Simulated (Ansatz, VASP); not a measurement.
# Two plane-wave programs on Pd3I

The input INCAR:

```
SYSTEM = Pd3I
  ALGO = Normal
  EDIFF = 1E-6
  ENCUT = 520
  GGA = PE
  ISIF = 2
  ISMEAR = -1
  LASPH = .True.
  LCHARG = .False.
  LDAU = .True.
  LDAUJ = 0 0
  LDAUL = -1 2
  LDAUPRINT = 1
  LDAUTYPE = 2
  LDAUU = 0 2
  LMAXMIX = 4
  LREAL = .False.
  LWAVE = .False.
  NBANDS = 26
  NELM = 150
  PREC = Accurate
  SIGMA = 0.05
```

File KPOINTS:

```
k-points
0
Gamma
  9 9 9
  0 0 0
```

Contents of POSCAR:

```
Pd3I
1.0
   -2.1469490000      2.1469490000      3.8759100000
    2.1469490000     -2.1469490000      3.8759100000
    2.1469490000      2.1469490000     -3.8759100000
I Pd
1 3
Direct
    0.0000000000      0.0000000000      0.0000000000
    0.5000000000      0.5000000000      0.0000000000
    0.2500000000      0.7500000000      0.5000000000
    0.7500000000      0.2500000000      0.5000000000
```

The input input.yaml:

```yaml
crystal:
  lattice:
    - [-2.146949, 2.146949, 3.87591]
    - [2.146949, -2.146949, 3.87591]
    - [2.146949, 2.146949, -3.87591]
  atoms:
    - { symbol: I, position: [0.0, 0.0, 0.0] }
    - { symbol: Pd, position: [0.5, 0.5, 0.0] }
    - { symbol: Pd, position: [0.25, 0.75, 0.5] }
    - { symbol: Pd, position: [0.75, 0.25, 0.5] }
hamiltonian:
  xc: pbe
  pseudopotentials: { kind: paw }
  hubbard: { sites: [{ species: Pd, l: d, u_eff: 2.0 }] }
kpoints:
  mp_grid: { grid: [9, 9, 9] }
  band_path:
    path:
      - [[0.0, 0.0, 0.0], [0.0, 0.0, 0.5], [-0.1534143882, 0.1534143882, 0.5], [-0.3267071941, 0.3267071941, 0.3267071941], [0.0, 0.0, 0.0], [0.5, 0.5, -0.5], [0.3267071941, 0.6732928059, -0.3267071941], [0.0, 0.5, 0.0], [0.25, 0.25, 0.25], [0.5, 0.5, -0.1534143882], [0.5, 0.5, -0.5]]
      - [[0.0, 0.0, 0.5], [0.25, 0.25, 0.25]]
    npoints: 14
scf:
  occupations: { method: fermi_dirac, width: 0.05 }
  n_extra_bands: 10
output:
  forces: true
  stress: true
  eigenvalues: true
  fatbands: false
```

Alike in both runs: functional PBE; k mesh 9 × 9 × 9; occupations fermi-dirac, width 0.05 eV; no spin polarisation; Hubbard terms Pd d U = 2.0 eV.

|  | VASP | Ansatz |
| --- | --- | --- |
| version | VASP 6.6.1 | Ansatz 0.2.0 |
| potentials or method | VASP PAW PBE potentials, release 64 (I, Pd) | Ansatz PAW |
| plane-wave cutoff (eV) | 520 | 420 |
| valence electrons in the cell | 37 | 71 |
| task | single point | band structure |

Ansatz gave:

```
gap on the k mesh at the Fermi level (eV)                     : none
pressure (GPa)                                                : -0.2
traceless stress, the component that is largest in VASP (GPa) : 0.20
```

Task: Estimate VASP's values.

Result: gap on the k mesh at the Fermi level (eV): none; pressure (GPa): -2.7; traceless stress, the component that is largest in VASP (GPa): -0.21.

The programs project onto different local orbitals, so the same U acts differently, and such runs can settle in different states. A gap of «none» marks a metal or a gap that the smearing closes. VASP's potentials hold 37 valence electrons a cell and Ansatz's 71, so a difference there can come from the potentials and not from the codes.

Spin-orbit coupling is off throughout.
